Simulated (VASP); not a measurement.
# SrRe (Pm-3m) in VASP: further runs

Aim: see how the results for SrRe move with the level of theory and the settings. Levels: PBE, PBEsol, LDA. Tasks: single point.

Everything below comes from runs of VASP 6.6.1. Logs are shortened: lines on timing, memory, paths and dates and some standing lists are left out, and cuts for length are marked.

## Step 1: The cell of the first run

Symmetry: Pm-3m, No. 221, cubic system. The conventional cell has a = 3.638 Å, b = 3.638 Å, c = 3.638 Å, α = 90.00°, β = 90.00°, γ = 90.00°. Within 4.1 Å of Sr (site symmetry m-3m) lie 8 Re at 3.15 Å and 6 Sr at 3.64 Å. Re (site symmetry m-3m) has 8 Sr at 3.15 Å and 6 Re at 3.64 Å within 4.1 Å.

## Step 2: Single point, PBE

The input, INCAR:

```
SYSTEM = SrRe
ALGO     = Normal         ! electronic algorithm
EDIFF    = 1E-6           ! SCF threshold, eV
ENCUT    = 520            ! plane-wave cutoff, eV
GGA      = PE             ! functional
ISIF     = 2              ! what is computed and relaxed
ISMEAR   = 0              ! smearing method
LASPH    = .True.         ! aspherical terms in the spheres
LCHARG   = .True.         ! write CHGCAR
LELF     = .True.         ! ELF
LREAL    = .False.        ! projectors in reciprocal space
LVHAR    = .True.       
LWAVE    = .False.        ! write WAVECAR
NBANDS   = 16             ! bands
NELM     = 60             ! most SCF steps
PREC     = Accurate       ! precision mode
SIGMA    = 0.05           ! smearing width, eV
```

The input, KPOINTS:

```
Automatic mesh
0
Gamma
  10 10 10
  0.5 0.5 0.5
```

The input, POSCAR:

```
SrRe
1.0
    3.6380263064      0.0000000000      0.0000000000
    0.0000000000      3.6380263064      0.0000000000
    0.0000000000      0.0000000000      3.6380263064
Sr Re
1 1
Direct
    0.0000000000      0.0000000000      0.0000000000
    0.5000000000      0.5000000000      0.5000000000
```

Potentials or basis: VASP PAW PBE potentials, release 64 (Sr_sv, Re).

Command:

```sh
$ cat potpaw_PBE.64/Sr_sv/POTCAR potpaw_PBE.64/Re/POTCAR > POTCAR
$ mpirun -np 1 vasp_std > vasp.out
```

OUTCAR:

```text
SYSTEM = SrRe
   EDIFF = 1E-6
   ENCUT = 520
   GGA = PE
   ISIF = 2
   ISMEAR = 0
   LASPH = .True.
   LREAL = .False.
   NELM = 60
   PREC = Accurate

 ion  position               nearest neighbor table
   1  0.000  0.000  0.000-   2 3.15   2 3.15   2 3.15   2 3.15   2 3.15   2 3.15   2 3.15   2 3.15

   2  0.500  0.500  0.500-   1 3.15   1 3.15   1 3.15   1 3.15   1 3.15   1 3.15   1 3.15   1 3.15

  LATTYP: Found a simple cubic cell.
 ALAT       =     3.6380263064

  Lattice vectors:

 A1 = (   3.6380263064,   0.0000000000,   0.0000000000)
 A2 = (   0.0000000000,   3.6380263064,   0.0000000000)
 A3 = (   0.0000000000,   0.0000000000,   3.6380263064)

Analysis of symmetry for initial positions (statically):
=====================================================================
 Subroutine PRICEL returns:
 Original cell was already a primitive cell.

 Routine SETGRP: Setting up the symmetry group for a
 simple cubic supercell.

 Subroutine GETGRP returns: Found 48 space group operations
 (whereof 48 operations were pure point group operations)
 out of a pool of 48 trial point group operations.

The static configuration has the point symmetry O_h .

Analysis of symmetry for dynamics (positions and initial velocities):
=====================================================================
 Subroutine PRICEL returns:
 Original cell was already a primitive cell.

 Routine SETGRP: Setting up the symmetry group for a
 simple cubic supercell.

 Subroutine GETGRP returns: Found 48 space group operations
 (whereof 48 operations were pure point group operations)
 out of a pool of 48 trial point group operations.

The dynamic configuration has the point symmetry O_h .

 Subroutine INISYM returns: Found 48 space group operations
 (whereof 48 operations are pure point group operations),
 and found     1 'primitive' translations

----------------------------------------------------------------------------------------

                                     Primitive cell

  volume of cell :      48.1501

  direct lattice vectors                    reciprocal lattice vectors
     3.638026306  0.000000000  0.000000000     0.274874318  0.000000000  0.000000000
     0.000000000  3.638026306  0.000000000     0.000000000  0.274874318  0.000000000
     0.000000000  0.000000000  3.638026306     0.000000000  0.000000000  0.274874318

  length of vectors
     3.638026306  3.638026306  3.638026306     0.274874318  0.274874318  0.274874318

  position of ions in fractional coordinates (direct lattice)
     0.000000000  0.000000000  0.000000000
     0.500000000  0.500000000  0.500000000

  ion indices of the primitive-cell ions
   primitive index   ion index
                 1           1
                 2           2

----------------------------------------------------------------------------------------

 KPOINTS: Automatic mesh

Automatic generation of k-mesh.
 Grid dimensions read from file:
 generate k-points for:   10   10   10

 Generating k-lattice:

  Cartesian coordinates                     Fractional coordinates (reciprocal lattice)
     0.027487432  0.000000000  0.000000000     0.100000000  0.000000000  0.000000000
     0.000000000  0.027487432  0.000000000     0.000000000  0.100000000  0.000000000
     0.000000000  0.000000000  0.027487432     0.000000000  0.000000000  0.100000000

  Length of vectors
     0.027487432  0.027487432  0.027487432

  Shift w.r.t. Gamma in fractional coordinates (k-lattice)
     0.500000000  0.500000000  0.500000000

 Subroutine IBZKPT returns following result:
 ===========================================

 Found     35 irreducible k-points:

 Following reciprocal coordinates:
            Coordinates               Weight
  0.050000  0.050000  0.050000      8.000000
  0.150000  0.050000  0.050000     24.000000
  0.250000  0.050000  0.050000     24.000000
  0.350000  0.050000  0.050000     24.000000
  0.450000  0.050000  0.050000     24.000000
  0.150000  0.150000  0.050000     24.000000
[... 16 lines left out ...]
  0.350000  0.350000  0.150000     24.000000
  0.450000  0.350000  0.150000     48.000000
 [... further k-points ...]
   k-points           NKPTS =     35   k-points in BZ     NKDIM =     35   number of bands    NBANDS=     16
   number of dos      NEDOS =    301   number of ions     NIONS =      2
   total plane-waves  NPLWV =  21952
   dimension x,y,z NGX =    28 NGY =   28 NGZ =   28
   dimension x,y,z NGXF=    56 NGYF=   56 NGZF=   56
   ions per type =               1   1
   NGX,Y,Z   is equivalent  to a cutoff of  12.80, 12.80, 12.80 a.u.
   NGXF,Y,Z  is equivalent  to a cutoff of  25.59, 25.59, 25.59 a.u.
 SYSTEM =  SrRe
   PREC   = accura    normal or accurate (medium, high low for compatibility)
   ISTART =      0    job   : 0-new  1-cont  2-samecut
   ICHARG =      2    charge: 1-file 2-atom 10-const
   ISPIN  =      1    spin polarized calculation?
   LNONCOLLINEAR =      F non collinear calculations
   LSORBIT =      F    spin-orbit coupling
   LASPH  =      T    aspherical Exc in radial PAW
   ENCUT  =  520.0 eV  38.22 Ry    6.18 a.u.   6.76  6.76  6.76*2*pi/ulx,y,z
   NELM   =     60;   NELMIN=  2; NELMDL= -5     # of ELM steps
   EDIFF  = 0.1E-05   stopping-criterion for ELM
   LREAL  =      F    real-space projection
   EDIFFG = 0.1E-04   stopping-criterion for IOM
   NSW    =      0    number of steps for IOM
   IBRION =     -1    ionic relax: 0-MD 1-quasi-New 2-CG
   NFREE  =      0    steps in history (QN), initial steepest desc. (CG)
   ISIF   =      2    stress and relaxation
   ISYM   =      2    0-nonsym 1-usesym 2-fastsym
   POTIM  = 0.5000    time-step for ionic-motion
   TEBEG  =    0.0;   TEEND  =   0.0 temperature during run
   PSTRESS=    0.0 pullay stress
   NELECT =      17.0000    total number of electrons
   NUPDOWN=      -1.0000    fix difference up-down
   EMIN   =  10.00;   EMAX   =-10.00  energy-range for DOS
   EFERMI =   0.00;   METHOD = LEGACY
   ISMEAR =     0;   SIGMA  =   0.05  broadening in eV -4-tet -1-fermi 0-gaus
   EFERMI_NEDOS =   21; number of points for ismear=-14 and -15
   IALGO  =     38    algorithm
   IMIX   =      4    mixing-type and parameters
     AMIX     =   0.40;   BMIX     =  1.00
     AMIX_MAG =   1.60;   BMIX_MAG =  1.00
  volume/ion in A,a.u.               =      24.08       162.47
  Fermi-wavevector in a.u.,A,eV,Ry     =   1.157067  2.186540 18.215546  1.338805
  Thomas-Fermi vector in A             =   2.293682
   LORBIT       =      0    0 simple, 1 ext, 2 COOP (PROOUT), +10 PAW based schemes
   GGA     = PE    functional components
   LHFCALC =     F    Hartree Fock is set to
   AEXX    =    0.0000 exact exchange contribution
   IVDW    =     0    specifies the selected vdW correction
   LEPSILON=     F    determine dielectric tensor
   LRPA    =     F    only Hartree local field effects (RPA)
 non-spin polarized calculation
 Gauss-broadening in eV      SIGMA  =   0.05
  energy-cutoff  :      520.00
  volume of cell :       48.15
 maximum number of plane-waves:      1322
 NGX is ok and might be reduce to    28
   NGX = 13   NGY = 13   NGZ = 13

 number of electron      17.0000000 magnetization

 Free energy of the ion-electron system (eV)
  ---------------------------------------------------
  ext. energy  EPLUGINS =         0.00000000
  ---------------------------------------------------
  free energy    TOTEN  =       -10.28448512 eV

  energy without entropy =      -10.27575598  energy(sigma->0) =      -10.28012055

 E-fermi :   3.5195     XC(G=0): -10.6744

 val. band max:        3.5159733735   @ k =   0.3500   0.3500   0.2500
 cond. band min:       3.5204537993   @ k =   0.1500   0.1500   0.1500
 fundamental gap:      0.0044804258
 Fermi energy:         3.5194894679

 k-point     1 :       0.0500    0.0500    0.0500
  band No.  band energies     occupation
      1     -30.1316      2.00000
      2     -12.0868      2.00000
      3     -12.0758      2.00000
      4     -12.0758      2.00000
      5      -1.4792      2.00000
      6       1.3912      2.00000
[... 8 lines left out ...]
     15      11.1414      0.00000
     16      12.6985      0.00000

 k-point     2 :       0.1500    0.0500    0.0500
  band No.  band energies     occupation
      1     -30.1230      2.00000
      2     -12.2070      2.00000
      3     -12.0746      2.00000
      4     -12.0704      2.00000
      5      -1.1219      2.00000
      6       1.5112      2.00000
[... 8 lines left out ...]
     15      11.0614      0.00000
     16      12.1891      0.00000

 k-point     3 :       0.2500    0.0500    0.0500
  band No.  band energies     occupation
      1     -30.1092      2.00000
      2     -12.4017      2.00000
      3     -12.0636      2.00000
      4     -12.0615      2.00000
      5      -0.4694      2.00000
      6       1.7265      2.00000
[... 8 lines left out ...]
     15      10.9581      0.00000
     16      11.7842      0.00000

 k-point     4 :       0.3500    0.0500    0.0500
  band No.  band energies     occupation
      1     -30.0953      2.00000
      2     -12.5870      2.00000
      3     -12.0527      2.00000
      4     -12.0525      2.00000
      5       0.3517      2.00000
      6       1.9778      2.00000
[... 8 lines left out ...]
     15      11.3525      0.00000
     16      11.7380      0.00000
[... 324 lines left out ...]
 k-point    22 :       0.4500    0.2500    0.1500
  band No.  band energies     occupation
      1     -30.0612      2.00000
      2     -12.6029      2.00000
      3     -12.2923      2.00000
      4     -12.1146      2.00000
      5       1.2084      2.00000
      6       2.1493      2.00000
[... 8 lines left out ...]
     15      11.2926      0.00000
     16      13.2505      0.00000

 k-point    23 :       0.3500    0.3500    0.1500
  band No.  band energies     occupation
      1     -30.0571      2.00000
      2     -12.4840      2.00000
      3     -12.4503      2.00000
      4     -12.1075      2.00000
      5       1.0555      2.00000
      6       2.0885      2.00000
[... 8 lines left out ...]
     15      10.9816      0.00000
     16      13.5940      0.00000

 k-point    24 :       0.4500    0.3500    0.1500
  band No.  band energies     occupation
      1     -30.0498      2.00000
      2     -12.5621      2.00000
      3     -12.4444      2.00000
      4     -12.0955      2.00000
      5       1.0593      2.00000
      6       1.9637      2.00000
[... 8 lines left out ...]
     15      11.4926      0.00000
     16      13.3162      0.00000

 [... further k-points ...]
[... 5 lines left out ...]
  --------------------------------------------------------------------------------------
  -------------------------------------------------------------------------------------
  Total        0.0168968      0.0168968      0.0168968      0.0000000      0.0000000      0.0000000
  in kB        0.5622329      0.5622329      0.5622329      0.0000000      0.0000000      0.0000000
  external PRESSURE =       0.5622329 kB  Pullay stress =       0.0000000 kB

 VOLUME and BASIS-vectors are now :
 -----------------------------------------------------------------------------
  energy-cutoff  :      520.00
  volume of cell :       48.15
      direct lattice vectors                 reciprocal lattice vectors
     3.638026306  0.000000000  0.000000000     0.274874318  0.000000000  0.000000000
     0.000000000  3.638026306  0.000000000     0.000000000  0.274874318  0.000000000
     0.000000000  0.000000000  3.638026306     0.000000000  0.000000000  0.274874318

 POSITION                                       TOTAL-FORCE (eV/Angst)
 -----------------------------------------------------------------------------------
      0.00000      0.00000      0.00000         0.000000      0.000000      0.000000
      1.81901      1.81901      1.81901         0.000000      0.000000      0.000000
 -----------------------------------------------------------------------------------
    total drift:                               -0.000000      0.000000      0.000000

  FREE ENERGIE OF THE ION-ELECTRON SYSTEM (eV)
  ---------------------------------------------------
  free  energy   TOTEN  =       -10.2844851248 eV

  energy  without entropy=      -10.2757559833  energy(sigma->0) =      -10.28012055
```

Wall time 11 s (1 thread of Intel Xeon 6975P-C (Granite Rapids), shared host); peak memory 0.17 GiB.

Results:

| Property | Result |
| --- | --- |
| Free energy | -10.2845 eV |
| Pressure | 0.1 GPa |

Caveat: spin-orbit coupling is left out, which moves the levels of the heavy elements.

## Step 3: Single point, PBEsol

The input, INCAR:

```
SYSTEM = SrRe
PREC = Accurate ; ENCUT = 520
EDIFF = 1E-6 ; ISMEAR = 0
SIGMA = 0.05 ; LREAL = .FALSE.
LASPH = .TRUE. ; NELM = 100
ALGO = Normal ; ISIF = 2
LWAVE = .FALSE. ; LCHARG = .FALSE.
GGA = PS ; NBANDS = 16
```

The input, KPOINTS:

```
regular mesh
0
G
  10 10 10
  0 0 0
```

POSCAR is that of step 2.

Potentials or basis: VASP PAW PBE potentials, release 64 (Sr_sv, Re).

Command:

```sh
$ cat potpaw_PBE.64/Sr_sv/POTCAR potpaw_PBE.64/Re/POTCAR > POTCAR
$ mpirun -np 1 vasp_std > vasp.out
```

Run time: 16 s. Hardware: 1 thread of Intel Xeon 6975P-C (Granite Rapids), shared host; peak memory 0.19 GiB.

The run converged. Its results:

| Item | Value |
| --- | --- |
| Free energy | -11.3210 eV |
| Pressure | -3.7 GPa |

Levels at points of the mesh, in eV from the Fermi level:
| k point | band 4 | band 5 | band 6 | band 7 | band 8 | band 9 | band 10 | band 11 | band 12 | band 13 |
| --- | --- | --- | --- | --- | --- | --- | --- | --- | --- | --- |
| (0.00, 0.00, 0.00) | -15.52 | -5.20 | -2.24 | -2.24 | 0.31 | 0.31 | 0.31 | 4.90 | 4.90 | 8.00 |
| (0.50, 0.00, 0.00) | -15.49 | -2.37 | -1.38 | -1.00 | 0.07 | 0.07 | 0.65 | 1.66 | 2.74 | 4.27 |
| (0.50, 0.50, 0.00) | -15.41 | -3.08 | -2.03 | -0.77 | -0.77 | 1.44 | 1.59 | 2.57 | 2.57 | 5.59 |
| (0.50, 0.50, 0.50) | -15.99 | -0.60 | -0.60 | -0.60 | 0.55 | 0.55 | 0.55 | 1.51 | 1.51 | 2.95 |

Caveat: the PAW data sets were made with another functional, which shifts forces and pressure a little; spin-orbit coupling is left out, which moves the levels of the heavy elements.

(Part 1 of 2 ends here.)
